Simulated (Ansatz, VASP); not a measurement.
# Two plane-wave programs on Ag

Contents of INCAR:

```
  PREC = Accurate
  ENCUT = 520
  EDIFF = 1E-6
  ISMEAR = 0
  SIGMA = 0.15
  LREAL = False
  LASPH = True
  NELM = 100
  ALGO = Fast
  ISIF = 2
  LWAVE = False
  LCHARG = False
  GGA = PS
  NBANDS = 12
```

KPOINTS

```
regular mesh
0
Gamma
  28 28 28
```

The input POSCAR:

```
Ag
1.0
   -1.7517963973      1.7517963973      1.3664011899
    1.7517963973     -1.7517963973      1.3664011899
    1.7517963973      1.7517963973     -1.3664011899
Ag
1
Direct
    0.0000000000      0.0000000000      0.0000000000
```

Input for Ansatz:

```yaml
crystal:
  lattice:
    - [-1.7517963973, 1.7517963973, 1.3664011899]
    - [1.7517963973, -1.7517963973, 1.3664011899]
    - [1.7517963973, 1.7517963973, -1.3664011899]
  atoms:
    - { symbol: Ag, position: [0.0, 0.0, 0.0] }
basis:
  ecutwfc: 420
kpoints:
  mp_grid: { grid: [28, 28, 28] }
hamiltonian:
  xc: pbesol
scf:
  occupations: { method: gaussian, width: 0.15 }
output:
  forces: true
  stress: true
  eigenvalues: true
```

Alike in both runs: task single point; functional PBEsol; k mesh 28 × 28 × 28; occupations gaussian, width 0.15 eV; no spin polarisation.

```csv
,VASP,Ansatz
version,VASP 6.6.1,Ansatz 0.2.0
potentials or method,"VASP PAW PBE potentials, release 64 (Ag), cutoff 520 eV","scalar-relativistic, plane waves, PAW"
valence electrons in the cell,11,19
```

Ansatz gave:

* gap on the k mesh at the Fermi level (eV): none
* pressure (GPa): 2.0
* traceless stress, the component that is largest in VASP (GPa): 6.10

Question: What did VASP give for the same quantities?

Answer: gap on the k mesh at the Fermi level (eV): none; pressure (GPa): 1.9; traceless stress, the component that is largest in VASP (GPa): 6.04.

VASP's potentials were made for PBE, not for PBEsol. A gap of «none» marks a metal or a gap that the smearing closes. VASP's potentials hold 11 valence electrons a cell and Ansatz's 19, so a difference there can come from the potentials and not from the codes.
